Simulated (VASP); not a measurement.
# Ga2O3 (C2/m) in VASP: notebook

The runs below take Ga2O3 through single point, with PBE.

All numbers are computed with VASP 6.6.1; they aren't measurements. Logs are shortened: lines on timing, memory, paths and dates and some standing lists are left out, and cuts for length are marked.

## Step 1: The cell of the first run

It takes space group C2/m (No. 12, monoclinic). Conventional cell: a = 5.256 Å, b = 3.037 Å, c = 7.531 Å, α = 90.00°, β = 90.17°, γ = 90.00°. Within 2.7 Å of Ga (site symmetry m) lie 6 O at 2.02 to 2.26 Å. O (site symmetry 2/m) has 6 Ga at 2.26 Å and 12 O at 3.00 to 3.04 Å within 3.1 Å. Within 2.7 Å of O (site symmetry m) lie 3 Ga at 2.02 to 2.03 Å.

## Step 2: Single point, PBE (12.02 Å³/atom)

INCAR reads:

```
SYSTEM = Ga2O3
ALGO = Normal
EDIFF = 1E-6
ENCUT = 520
GGA = PE
ISIF = 2
ISMEAR = -1
LASPH = .TRUE.
LCHARG = .TRUE.
LELF = .TRUE.
LREAL = .FALSE.
LVHAR = .TRUE.
LWAVE = .FALSE.
NBANDS = 30
NELM = 60
PREC = Accurate
SIGMA = 0.05
```

KPOINTS reads:

```
k-points
0
G
  10 10 4
  0 0 0
```

POSCAR reads:

```
Ga2O3
1.0
    2.6282479165     -1.5183028182      0.0000000000
    2.6282479165      1.5183028182      0.0000000000
   -0.0216898095      0.0000000000      7.5311281324
Ga O
2 3
Direct
    0.6668480600      0.6668480600      0.3103706900
    0.3331519400      0.3331519400      0.6896293100
    0.0000000000      0.0000000000      0.5000000000
    0.6681968600      0.6681968600      0.8236547200
    0.3318031400      0.3318031400      0.1763452800
```

Potentials or basis: VASP PAW PBE potentials, release 64 (Ga_d, O).

Command:

```
$ cat potpaw_PBE.64/Ga_d/POTCAR potpaw_PBE.64/O/POTCAR > POTCAR
$ mpirun -np 1 vasp_std > vasp.out
```

OUTCAR:

```text
SYSTEM = Ga2O3
   EDIFF = 1E-6
   ENCUT = 520
   GGA = PE
   ISIF = 2
   ISMEAR = -1
   LASPH = .TRUE.
   LREAL = .FALSE.
   NELM = 60
   PREC = Accurate

 ion  position               nearest neighbor table
   1  0.667  0.667  0.310-   5 2.02   5 2.02   5 2.03   3 2.26   3 2.26   3 2.26
   2  0.333  0.333  0.690-   4 2.02   4 2.02   4 2.03   3 2.26   3 2.26   3 2.26
   3  0.000  0.000  0.500-   1 2.26   2 2.26   1 2.26   1 2.26   2 2.26   2 2.26
   4  0.668  0.668  0.824-   2 2.02   2 2.02   2 2.03
   5  0.332  0.332  0.176-   1 2.02   1 2.02   1 2.03

  LATTYP: Found a base centered monoclinic cell.
 ALAT       =     5.2564958330
 B/A-ratio  =     0.5776863015
 C/A-ratio  =     1.4327338221
 COS(beta)  =    -0.0028800094

  Lattice vectors:

 A1 = (   2.6282479165,  -1.5183028182,   0.0000000000)
 A2 = (   2.6282479165,   1.5183028182,   0.0000000000)
 A3 = (  -0.0216898095,   0.0000000000,   7.5311281324)

Analysis of symmetry for initial positions (statically):
=====================================================================
 Subroutine PRICEL returns:
 Original cell was already a primitive cell.

 Routine SETGRP: Setting up the symmetry group for a
 base centered monoclinic supercell.

 Subroutine GETGRP returns: Found  4 space group operations
 (whereof  4 operations were pure point group operations)
 out of a pool of  4 trial point group operations.

The static configuration has the point symmetry C_2h.

Analysis of symmetry for dynamics (positions and initial velocities):
=====================================================================
 Subroutine PRICEL returns:
 Original cell was already a primitive cell.

 Routine SETGRP: Setting up the symmetry group for a
 base centered monoclinic supercell.

 Subroutine GETGRP returns: Found  4 space group operations
 (whereof  4 operations were pure point group operations)
 out of a pool of  4 trial point group operations.

The dynamic configuration has the point symmetry C_2h.

 Subroutine INISYM returns: Found  4 space group operations
 (whereof  4 operations are pure point group operations),
 and found     1 'primitive' translations

----------------------------------------------------------------------------------------

                                     Primitive cell

[... 94 lines left out ...]
   ENCUT  =  520.0 eV  38.22 Ry    6.18 a.u.   5.64  5.64 14.00*2*pi/ulx,y,z
   NELM   =     60;   NELMIN=  2; NELMDL= -5     # of ELM steps
   EDIFF  = 0.1E-05   stopping-criterion for ELM
   LREAL  =      F    real-space projection
   EDIFFG = 0.1E-04   stopping-criterion for IOM
   NSW    =      0    number of steps for IOM
   IBRION =     -1    ionic relax: 0-MD 1-quasi-New 2-CG
   NFREE  =      0    steps in history (QN), initial steepest desc. (CG)
   ISIF   =      2    stress and relaxation
   ISYM   =      2    0-nonsym 1-usesym 2-fastsym
   POTIM  = 0.5000    time-step for ionic-motion
   TEBEG  =    0.0;   TEEND  =   0.0 temperature during run
   PSTRESS=    0.0 pullay stress
   NELECT =      44.0000    total number of electrons
   NUPDOWN=      -1.0000    fix difference up-down
   EMIN   =  10.00;   EMAX   =-10.00  energy-range for DOS
   EFERMI =   0.00;   METHOD = LEGACY
   ISMEAR =    -1;   SIGMA  =   0.05  broadening in eV -4-tet -1-fermi 0-gaus
   EFERMI_NEDOS =   21; number of points for ismear=-14 and -15
   IALGO  =     38    algorithm
   IMIX   =      4    mixing-type and parameters
     AMIX     =   0.40;   BMIX     =  1.00
     AMIX_MAG =   1.60;   BMIX_MAG =  1.00
  volume/ion in A,a.u.               =      12.02        81.12
  Fermi-wavevector in a.u.,A,eV,Ry     =   1.475437  2.788172 29.618736  2.176916
  Thomas-Fermi vector in A             =   2.590087
   LORBIT       =      0    0 simple, 1 ext, 2 COOP (PROOUT), +10 PAW based schemes
   GGA     = PE    functional components
   LHFCALC =     F    Hartree Fock is set to
   AEXX    =    0.0000 exact exchange contribution
   IVDW    =     0    specifies the selected vdW correction
   LEPSILON=     F    determine dielectric tensor
   LRPA    =     F    only Hartree local field effects (RPA)
 non-spin polarized calculation
  energy-cutoff  :      520.00
  volume of cell :       60.11
 maximum number of plane-waves:      1642
   NGX = 11   NGY = 11   NGZ = 29

 number of electron      43.9999992 magnetization

 Free energy of the ion-electron system (eV)
  ---------------------------------------------------
  ext. energy  EPLUGINS =         0.00000000
  ---------------------------------------------------
  free energy    TOTEN  =       -28.17214481 eV

  energy without entropy =      -28.17214480  energy(sigma->0) =      -28.17214481

 E-fermi :   3.1277     XC(G=0): -10.8726

 val. band max:        2.2353275906   @ k =   0.0000   0.0000   0.0000
 cond. band min:       3.8747438476   @ k =   0.0000   0.0000   0.0000
 fundamental gap:      1.6394162570
 Fermi energy:         3.1276548958

 k-point     1 :       0.0000    0.0000    0.0000
  band No.  band energies     occupation
      1     -16.1898      2.00000
      2     -14.5364      2.00000
      3     -14.3017      2.00000
      4     -10.8600      2.00000
      5     -10.8587      2.00000
      6     -10.8190      2.00000
[... 781 lines left out ...]
     29      13.5334      0.00000
     30      13.8195      0.00000

 [... further k-points ...]

------------------------ aborting loop because EDIFF is reached ----------------------------------------

  FORCE on cell =-STRESS in cart. coord.  units (eV):
  Direction    XX          YY          ZZ          XY          YZ          ZX
  --------------------------------------------------------------------------------------
  -------------------------------------------------------------------------------------
  Total       -3.6209866     -3.5850700     -6.8607287      0.0000000      0.0000000     -0.0605535
  in kB      -96.5212071    -95.5638105   -182.8799401      0.0000000      0.0000000     -1.6141183
  external PRESSURE =    -124.9883192 kB  Pullay stress =       0.0000000 kB

 VOLUME and BASIS-vectors are now :
 -----------------------------------------------------------------------------
  energy-cutoff  :      520.00
  volume of cell :       60.11
      direct lattice vectors                 reciprocal lattice vectors
     2.628247916 -1.518302818  0.000000000     0.190240805 -0.329315071  0.000547898
     2.628247916  1.518302818  0.000000000     0.190240805  0.329315071  0.000547898
    -0.021689810  0.000000000  7.531128132     0.000000000  0.000000000  0.132782232

 POSITION                                       TOTAL-FORCE (eV/Angst)
 -----------------------------------------------------------------------------------
      3.49855      0.00000      2.33744        -0.028023      0.000000     -2.863713
      1.73625      0.00000      5.19369         0.028023      0.000000      2.863713
     -0.01084      0.00000      3.76556         0.000000     -0.000000      0.000000
      3.49451      0.00000      6.20305        -0.031287      0.000000     -3.198781
      1.74030      0.00000      1.32808         0.031287      0.000000      3.198781
 -----------------------------------------------------------------------------------
    total drift:                                0.000000      0.000000     -0.000000

  FREE ENERGIE OF THE ION-ELECTRON SYSTEM (eV)
  ---------------------------------------------------
  free  energy   TOTEN  =       -28.1721448073 eV

  energy  without entropy=      -28.1721448043  energy(sigma->0) =      -28.17214481
```

OSZICAR:

```text
N       E                     dE             d eps       ncg     rms          rms(c)
DAV:   1     0.454007090747E+03    0.45401E+03   -0.21771E+04  7918   0.257E+03
DAV:   2     0.337796711485E+02   -0.42023E+03   -0.39557E+03  7764   0.606E+02
DAV:   3    -0.294259726110E+02   -0.63206E+02   -0.62059E+02  8088   0.173E+02
DAV:   4    -0.322657893105E+02   -0.28398E+01   -0.28273E+01  9010   0.410E+01
DAV:   5    -0.323197148030E+02   -0.53925E-01   -0.53902E-01  7730   0.530E+00    0.115E+01
DAV:   6    -0.282840339549E+02    0.40357E+01   -0.12850E+01 11920   0.477E+01    0.433E+00
DAV:   7    -0.282210177796E+02    0.63016E-01   -0.14809E+00  8302   0.108E+01    0.241E+00
DAV:   8    -0.281769063831E+02    0.44111E-01   -0.19492E-01  8704   0.349E+00    0.901E-01
DAV:   9    -0.281734435980E+02    0.34628E-02   -0.45722E-02  9148   0.177E+00    0.344E-01
DAV:  10    -0.281719535434E+02    0.14901E-02   -0.71436E-03  9198   0.650E-01    0.104E-01
DAV:  11    -0.281721813873E+02   -0.22784E-03   -0.18500E-03  8530   0.294E-01    0.649E-02
DAV:  12    -0.281721443742E+02    0.37013E-04   -0.26286E-04  7686   0.120E-01    0.207E-02
DAV:  13    -0.281721440287E+02    0.34550E-06   -0.31349E-05  8832   0.404E-02    0.611E-03
DAV:  14    -0.281721448073E+02   -0.77862E-06   -0.51497E-06  7458   0.175E-02
   1 F= -.28172145E+02 E0= -.28172145E+02  d E =-.301466E-08
```

stdout:

```text
POSCAR found type information on POSCAR GaO
 POSCAR found :  2 types and       5 ions
 scaLAPACK will be used
 LDA part: xc-table for (Slater+PW92), standard interpolation
 POSCAR, INCAR and KPOINTS ok, starting setup
 FFT: planning ... GRIDC
 FFT: planning ... GRID_SOFT
 FFT: planning ... GRID
 WAVECAR not read
 entering main loop
```

Wall time 5.1 min (1 thread of Intel Xeon 8259CL, shared host); peak memory 0.29 GiB.

What came out:

```
Free energy            : -28.1721 eV
Pressure               : -12.5 GPa
Largest force          : 3.199 eV/Å
Band gap on the k mesh : 1.64 eV
```

Forces on the atoms (eV/Å):
```
Ga  -0.028  0.000 -2.864
Ga   0.028  0.000  2.864
O    0.000  0.000  0.000
O   -0.031  0.000 -3.199
O    0.031  0.000  3.199
```

Caveat: the stress differs along the axes, from -18 to -10 GPa; forces of over 1 eV/Å act on the atoms, so gaps and moduli don't describe the material at rest. A k mesh can miss the band edges.

## Step 3: Single point, PBE (12.28 Å³/atom)

This run uses another cell than the first one, of 12.28 Å³/atom.

INCAR reads:

```
ALGO     = Normal         # electronic algorithm
EDIFF    = 1E-6           # SCF threshold, eV
ENCUT    = 520            # plane-wave cutoff, eV
GGA      = PE             # functional
ISIF     = 2              # what is computed and relaxed
ISMEAR   = -1             # smearing method
LASPH    = T              # aspherical terms in the spheres
LCHARG   = F              # write CHGCAR
LREAL    = F              # projectors in reciprocal space
LWAVE    = F              # write WAVECAR
NBANDS   = 30             # bands
NELM     = 100            # most SCF steps
PREC     = Accurate       # precision mode
SIGMA    = 0.05           # smearing width, eV
```

KPOINTS reads:

```
k-points
0
Gamma
  10 10 4
```

POSCAR, as its differences from that of step 2:

```diff
@@ -2,5 +2,5 @@
 1.0
-    2.6282479165     -1.5183028182      0.0000000000
-    2.6282479165      1.5183028182      0.0000000000
-   -0.0216898095      0.0000000000      7.5311281324
+    2.6467573145     -1.5289954439      0.0000000000
+    2.6467573145      1.5289954439      0.0000000000
+   -0.0218425597      0.0000000000      7.5841659934
 Ga O
```

Potentials or basis: VASP PAW PBE potentials, release 64 (Ga_d, O).

Command:

```
$ cat potpaw_PBE.64/Ga_d/POTCAR potpaw_PBE.64/O/POTCAR > POTCAR
$ mpirun -np 1 vasp_std > vasp.out
```

It took 4.8 min on 1 thread of Intel Xeon 8259CL, shared host; peak memory 0.3 GiB.

Results (log left out):

```yaml
Free_energy: -28.0647 eV
Pressure: -14.7 GPa
Largest_force: 3.296 eV/Å
Band_gap_on_the_k_mesh: 1.57 eV
```

Forces on the atoms (eV/Å):
```
Ga  -0.025  0.000 -2.821
Ga   0.025  0.000  2.821
O    0.000  0.000  0.000
O   -0.029  0.000 -3.295
O    0.029  0.000  3.295
```

Stress tensor (GPa, compression positive):
```
-12.12   0.00  -0.15
  0.00 -12.05   0.00
 -0.15   0.00 -19.80
```

Levels at points of the mesh, in eV from the valence-band top:
| k point | band 19 | band 20 | band 21 | band 22 | band 23 | band 24 | band 25 | band 26 |
| --- | --- | --- | --- | --- | --- | --- | --- | --- |
| (0.00, 0.00, 0.00) | -0.09 | -0.07 | -0.02 | 0.00 | 1.57 | 4.76 | 5.92 | 9.79 |
| (0.50, 0.00, 0.00) | -1.15 | -0.83 | -0.54 | -0.48 | 3.04 | 6.03 | 6.46 | 8.66 |
| (0.50, 0.50, 0.00) | -1.14 | -0.85 | -0.54 | -0.49 | 3.04 | 6.03 | 6.46 | 8.65 |
| (0.00, 0.00, 0.50) | -0.08 | -0.06 | -0.03 | -0.02 | 2.42 | 4.12 | 6.16 | 9.64 |
| (0.50, 0.00, 0.50) | -1.42 | -0.95 | -0.43 | -0.17 | 3.23 | 5.88 | 6.11 | 9.02 |
| (0.50, 0.50, 0.50) | -1.43 | -0.96 | -0.44 | -0.16 | 3.24 | 5.88 | 6.10 | 9.01 |

Caveat: the stress differs along the axes, from -20 to -12 GPa; forces of over 1 eV/Å act on the atoms, so gaps and moduli don't describe the material at rest. A k mesh can miss the band edges.

## Step 4: Single point, PBE (12.53 Å³/atom)

This run uses another cell than the first one, of 12.53 Å³/atom.

INCAR reads:

```
PREC = Accurate ; ENCUT = 520
EDIFF = 1E-7 ; ISMEAR = -1
SIGMA = 0.05 ; LREAL = False
LASPH = True ; NELM = 60
ALGO = Normal ; ISIF = 2
LWAVE = False ; LCHARG = False
GGA = PE ; NBANDS = 30
```

KPOINTS reads:

```
Automatic mesh
0
Gamma
  10 10 4
```

POSCAR, as its differences from that of step 3:

```diff
@@ -2,5 +2,5 @@
 1.0
-    2.6467573145     -1.5289954439      0.0000000000
-    2.6467573145      1.5289954439      0.0000000000
-   -0.0218425597      0.0000000000      7.5841659934
+    2.6650113900     -1.5395405733      0.0000000000
+    2.6650113900      1.5395405733      0.0000000000
+   -0.0219932028      0.0000000000      7.6364722394
 Ga O
```

Command:

```
$ cat potpaw_PBE.64/Ga_d/POTCAR potpaw_PBE.64/O/POTCAR > POTCAR
$ mpirun -np 1 vasp_std > vasp.out
```

It took 6.5 min on 1 thread of Intel Xeon 8259CL, shared host; peak memory 0.3 GiB.

Results (log left out):

| Item | Value |
| --- | --- |
| Free energy | -27.9412 eV |
| Pressure | -16.6 GPa |
| Largest force | 3.379 eV/Å |
| Band gap on the k mesh | 1.50 eV |

Forces on the atoms (eV/Å):
```
Ga  -0.022  0.000 -2.778
Ga   0.022  0.000  2.778
O    0.000  0.000  0.000
O   -0.026  0.000 -3.379
O    0.026  0.000  3.379
```

Stress tensor (GPa, compression positive):
```
-14.33   0.00  -0.14
  0.00 -14.29   0.00
 -0.14   0.00 -21.15
```

Levels at points of the mesh, in eV from the valence-band top:
```tsv
k point	band 20	band 21	band 22	band 23	band 24	band 25
(0.00, 0.00, 0.00)	-0.07	-0.02	0.00	1.50	4.61	5.84
(0.50, 0.00, 0.00)	-0.81	-0.52	-0.46	2.95	5.86	6.38
(0.50, 0.50, 0.00)	-0.82	-0.52	-0.47	2.96	5.85	6.37
(0.00, 0.00, 0.50)	-0.05	-0.03	-0.01	2.34	3.98	6.08
(0.50, 0.00, 0.50)	-0.92	-0.42	-0.16	3.14	5.72	6.03
(0.50, 0.50, 0.50)	-0.93	-0.42	-0.15	3.15	5.72	6.02
```

Caveat: the stress differs along the axes, from -21 to -14 GPa; forces of over 1 eV/Å act on the atoms, so gaps and moduli don't describe the material at rest. A k mesh can miss the band edges.

## Step 5: Single point, PBE

This run uses another cell than the first one, of 12.79 Å³/atom.

INCAR reads:

```
  ALGO = Normal
  EDIFF = 1E-6
  ENCUT = 520
  GGA = PE
  ISIF = 2
  ISMEAR = -1
  LASPH = True
  LCHARG = False
  LREAL = False
  LWAVE = False
  NBANDS = 30
  NELM = 80
  PREC = Accurate
  SIGMA = 0.05
```

KPOINTS reads:

```
k-points
0
Gamma
  10 10 4
```

POSCAR, as its differences from that of step 4:

```diff
@@ -2,5 +2,5 @@
 1.0
-    2.6650113900     -1.5395405733      0.0000000000
-    2.6650113900      1.5395405733      0.0000000000
-   -0.0219932028      0.0000000000      7.6364722394
+    2.6830187700     -1.5499431900      0.0000000000
+    2.6830187700      1.5499431900      0.0000000000
+   -0.0221418100      0.0000000000      7.6880715900
 Ga O
```

Command:

```
$ cat potpaw_PBE.64/Ga_d/POTCAR potpaw_PBE.64/O/POTCAR > POTCAR
$ mpirun -np 1 vasp_std > vasp.out
```

Run time: 5.9 min. Hardware: 1 thread of Intel Xeon 8259CL, shared host; peak memory 0.3 GiB.

The run converged. Its results:

| Property | Result |
| --- | --- |
| Free energy | -27.8035 eV |
| Pressure | -18.3 GPa |
| Largest force | 3.455 eV/Å |
| Band gap on the k mesh | 1.44 eV |

Forces on the atoms (eV/Å):
```
Ga  -0.020  0.000 -2.735
Ga   0.020  0.000  2.735
O    0.000  0.000  0.000
O   -0.024  0.000 -3.455
O    0.024  0.000  3.455
```

Stress tensor (GPa, compression positive):
```
-16.25   0.00  -0.13
  0.00 -16.22   0.00
 -0.13   0.00 -22.28
```

Levels at points of the mesh, in eV from the valence-band top:
```csv
k point,band 18,band 19,band 20,band 21,band 22,band 23,band 24,band 25,band 26,band 27
"(0.00, 0.00, 0.00)",-0.14,-0.09,-0.07,-0.02,0.00,1.44,4.47,5.76,9.53,11.44
"(0.50, 0.00, 0.00)",-2.04,-1.10,-0.79,-0.50,-0.43,2.87,5.69,6.29,8.43,10.48
"(0.50, 0.50, 0.00)",-2.03,-1.08,-0.80,-0.51,-0.44,2.88,5.69,6.29,8.42,10.49
"(0.00, 0.00, 0.50)",-0.85,-0.07,-0.05,-0.03,-0.01,2.27,3.85,6.01,9.35,11.40
"(0.50, 0.00, 0.50)",-2.22,-1.35,-0.90,-0.40,-0.14,3.06,5.56,5.96,8.77,10.50
"(0.50, 0.50, 0.50)",-2.21,-1.36,-0.91,-0.41,-0.13,3.06,5.56,5.95,8.76,10.51
```

Caveat: the stress differs along the axes, from -22 to -16 GPa; forces of over 1 eV/Å act on the atoms, so gaps and moduli don't describe the material at rest. A k mesh can miss the band edges.

## Step 6: The runs side by side

| cell | gap on the mesh (eV) | pressure (GPa) | largest force (eV/Å) |
| --- | --- | --- | --- |
| a = 3.035, b = 3.035, c = 7.531 Å, angles 90.1, 90.1, 60.0°, 5 atoms | 1.64 | -12.5 | 3.20 |
| a = 3.057, b = 3.057, c = 7.584 Å, angles 90.1, 90.1, 60.0°, 5 atoms | 1.57 | -14.7 | 3.30 |
| a = 3.078, b = 3.078, c = 7.637 Å, angles 90.1, 90.1, 60.0°, 5 atoms | 1.50 | -16.6 | 3.38 |
| a = 3.099, b = 3.099, c = 7.688 Å, angles 90.1, 90.1, 60.0°, 5 atoms | 1.44 | -18.3 | 3.45 |

Alike in all rows: task single point; level PBE; potentials or basis VASP PAW PBE potentials, release 64 (Ga_d, O); no spin polarisation; k mesh 10 × 10 × 4; cutoff (eV) 520; smearing fermi-dirac 0.05 eV.

Caveats: forces of over 1 eV/Å act on the atoms, so gaps and moduli don't describe the material at rest; the stress differs along the axes, from -18 to -10 GPa (at least some runs); the stress differs along the axes, from -20 to -12 GPa (at least some runs); the stress differs along the axes, from -21 to -14 GPa (at least some runs); the stress differs along the axes, from -22 to -16 GPa (at least some runs).

Absolute energies hang on the potentials; compare differences alone.
